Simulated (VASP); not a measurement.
# KF (I4/mmm) in VASP: a series of runs, part 2 of 2

VASP 6.6.1. Earlier steps stand in the parts before.

### Step 5. Single point, PBE (strain +0.000 along x and y, +0.050 along z)

File INCAR:

```
PREC     = Accurate       # precision mode
ENCUT    = 520            # plane-wave cutoff, eV
EDIFF    = 1E-7           # SCF threshold, eV
ISMEAR   = 0              # smearing method
SIGMA    = 0.05           # smearing width, eV
LREAL    = False          # projectors in reciprocal space
LASPH    = True           # aspherical terms in the spheres
NELM     = 60             # most SCF steps
ALGO     = Normal         # electronic algorithm
ISIF     = 2              # what is computed and relaxed
LWAVE    = False          # write WAVECAR
LCHARG   = False          # write CHGCAR
GGA      = PE             # functional
NBANDS   = 15             # bands
```

File KPOINTS:

```
Automatic mesh
0
Gamma
  8 8 8
```

File POSCAR:

```
KF
1.0
    0.0000000000      2.6735000000      2.8071750000
    2.6735000000      0.0000000000      2.8071750000
    2.6735000000      2.6735000000      0.0000000000
K F
1 1
Direct
    0.0000000000      0.0000000000      0.0000000000
    0.5000000000      0.5000000000      0.5000000000
```

Potentials or basis: VASP PAW PBE potentials, release 64 (K_sv, F).

The run is started by

```console
> cat potpaw_PBE.64/K_sv/POTCAR potpaw_PBE.64/F/POTCAR > POTCAR
> mpirun -np 1 vasp_std > vasp.out
```

OUTCAR:

```text
PREC = Accurate
   ENCUT = 520
   EDIFF = 1E-7
   ISMEAR = 0
   LREAL = False
   LASPH = True
   NELM = 60
   ISIF = 2
   GGA = PE

 ion  position               nearest neighbor table
   1  0.000  0.000  0.000-   2 2.67   2 2.67   2 2.67   2 2.67   2 2.81   2 2.81
   2  0.500  0.500  0.500-   1 2.67   1 2.67   1 2.67   1 2.67   1 2.81   1 2.81

  LATTYP: Found a body centered tetragonal cell.
 ALAT       =     3.7808999590
 C/A-ratio  =     1.4849242405

  Lattice vectors:

 A1 = (  -2.6735000000,   0.0000000000,   2.8071750000)
 A2 = (   2.6735000000,   0.0000000000,   2.8071750000)
 A3 = (   0.0000000000,   2.6735000000,  -2.8071750000)

Analysis of symmetry for initial positions (statically):
=====================================================================
 Subroutine PRICEL returns:
 Original cell was already a primitive cell.

 Routine SETGRP: Setting up the symmetry group for a
 body centered tetragonal supercell.

 Subroutine GETGRP returns: Found 16 space group operations
 (whereof 16 operations were pure point group operations)
 out of a pool of 16 trial point group operations.

The static configuration has the point symmetry D_4h.

Analysis of symmetry for dynamics (positions and initial velocities):
=====================================================================
 Subroutine PRICEL returns:
 Original cell was already a primitive cell.

 Routine SETGRP: Setting up the symmetry group for a
 body centered tetragonal supercell.

 Subroutine GETGRP returns: Found 16 space group operations
 (whereof 16 operations were pure point group operations)
 out of a pool of 16 trial point group operations.

The dynamic configuration has the point symmetry D_4h.

 Subroutine INISYM returns: Found 16 space group operations
 (whereof 16 operations are pure point group operations),
 and found     1 'primitive' translations

----------------------------------------------------------------------------------------

                                     Primitive cell

  volume of cell :      40.1291
[... 114 lines left out ...]
   GGA     = PE    functional components
   LHFCALC =     F    Hartree Fock is set to
   AEXX    =    0.0000 exact exchange contribution
   IVDW    =     0    specifies the selected vdW correction
   LEPSILON=     F    determine dielectric tensor
   LRPA    =     F    only Hartree local field effects (RPA)
 non-spin polarized calculation
 Gauss-broadening in eV      SIGMA  =   0.05
  energy-cutoff  :      520.00
  volume of cell :       40.13
 maximum number of plane-waves:      1095
 NGX is ok and might be reduce to    30
   NGX = 15   NGY = 15   NGZ = 13

 number of electron      15.9999995 magnetization

 Free energy of the ion-electron system (eV)
  ---------------------------------------------------
  ext. energy  EPLUGINS =         0.00000000
  ---------------------------------------------------
  free energy    TOTEN  =        -8.29115852 eV

  energy without entropy =       -8.29115852  energy(sigma->0) =       -8.29115852

 E-fermi :  -2.6867     XC(G=0):  -8.1737

 val. band max:       -2.9161741620   @ k =   0.0000   0.0000   0.0000
 cond. band min:       2.9639801023   @ k =   0.0000   0.0000   0.0000
 fundamental gap:      5.8801542643
 Fermi energy:        -2.6866627515

 k-point     1 :       0.0000    0.0000    0.0000
  band No.  band energies     occupation
      1     -29.2080      2.00000
      2     -21.5667      2.00000
      3     -12.5100      2.00000
      4     -12.4853      2.00000
      5     -12.4853      2.00000
      6      -2.9681      2.00000
      7      -2.9162      2.00000
      8      -2.9162      2.00000
      9       2.9640      0.00000
     10       7.4361      0.00000
     11       7.7040      0.00000
     12       7.7040      0.00000
     13       9.0048      0.00000
     14       9.4401      0.00000
[... 401 lines left out ...]
      2     -21.6152      2.00000
      3     -12.6877      2.00000
      4     -12.5701      2.00000
      5     -12.5319      2.00000
      6      -3.4993      2.00000
      7      -3.1743      2.00000
      8      -3.1211      2.00000
      9       5.3925      0.00000
     10       6.6129      0.00000
     11       8.7236      0.00000
     12       8.9000      0.00000
     13      10.2407      0.00000
     14      10.3901      0.00000
     15      14.0175      0.00000

 [... further k-points ...]
[... 5 lines left out ...]
  --------------------------------------------------------------------------------------
  -------------------------------------------------------------------------------------
  Total        0.1570641      0.1570641     -0.3414083      0.0000000      0.0000000     -0.0000000
  in kB        6.2708661      6.2708661    -13.6309077      0.0000000      0.0000000     -0.0000000
  external PRESSURE =      -0.3630585 kB  Pullay stress =       0.0000000 kB

 VOLUME and BASIS-vectors are now :
 -----------------------------------------------------------------------------
  energy-cutoff  :      520.00
  volume of cell :       40.13
      direct lattice vectors                 reciprocal lattice vectors
     0.000000000  2.673500000  2.807175000    -0.187020759  0.187020759  0.178115009
     2.673500000  0.000000000  2.807175000     0.187020759 -0.187020759  0.178115009
     2.673500000  2.673500000  0.000000000     0.187020759  0.187020759 -0.178115009

 POSITION                                       TOTAL-FORCE (eV/Angst)
 -----------------------------------------------------------------------------------
      0.00000      0.00000      0.00000         0.000000      0.000000     -0.000000
      2.67350      2.67350      2.80717         0.000000     -0.000000      0.000000
 -----------------------------------------------------------------------------------
    total drift:                                0.000000      0.000000      0.000000

  FREE ENERGIE OF THE ION-ELECTRON SYSTEM (eV)
  ---------------------------------------------------
  free  energy   TOTEN  =        -8.2911585232 eV

  energy  without entropy=       -8.2911585232  energy(sigma->0) =       -8.29115852
```

stdout:

```text
POSCAR found type information on POSCAR K F
 POSCAR found :  2 types and       2 ions
 scaLAPACK will be used
 LDA part: xc-table for (Slater+PW92), standard interpolation
 POSCAR, INCAR and KPOINTS ok, starting setup
 FFT: planning ... GRIDC
 FFT: planning ... GRID_SOFT
 FFT: planning ... GRID
 WAVECAR not read
 entering main loop
```

It took 34 s on 1 thread of Intel Xeon Platinum 8259CL at 2.50GHz (Skylake/Cascade Lake), shared host; peak memory 0.18 GiB.

Results:

* Free energy: -8.2912 eV
* Pressure: 0.0 GPa
* Band gap on the k mesh: 5.88 eV, direct

Stress tensor (GPa, compression positive):
```
 0.63  0.00  0.00
 0.00  0.63  0.00
 0.00  0.00 -1.36
```

Caveat: the cell differs from its parent crystal (strain +0.000 along x and y, +0.050 along z). A k mesh can miss the band edges.

### Step 6. Overview

```csv
cell,gap on the mesh (eV),pressure (GPa)
"a = 3.734, b = 3.734, c = 3.781 Å, angles 59.6, 59.6, 60.8°, 2 atoms",6.26,2.4
"a = 3.782, b = 3.782, c = 3.686 Å, angles 60.8, 60.8, 58.3°, 2 atoms",6.25,2.6
"a = 3.828, b = 3.828, c = 3.781 Å, angles 60.4, 60.4, 59.2°, 2 atoms",6.02,0.6
"a = 3.877, b = 3.877, c = 3.781 Å, angles 60.8, 60.8, 58.4°, 2 atoms",5.88,0.0
```

Alike in all rows: task single point; level PBE; potentials or basis VASP PAW PBE potentials, release 64 (K_sv, F); no spin polarisation; k mesh 8 × 8 × 8; cutoff (eV) 520; smearing gaussian 0.05 eV.

Absolute energies hang on the potentials; compare differences alone.
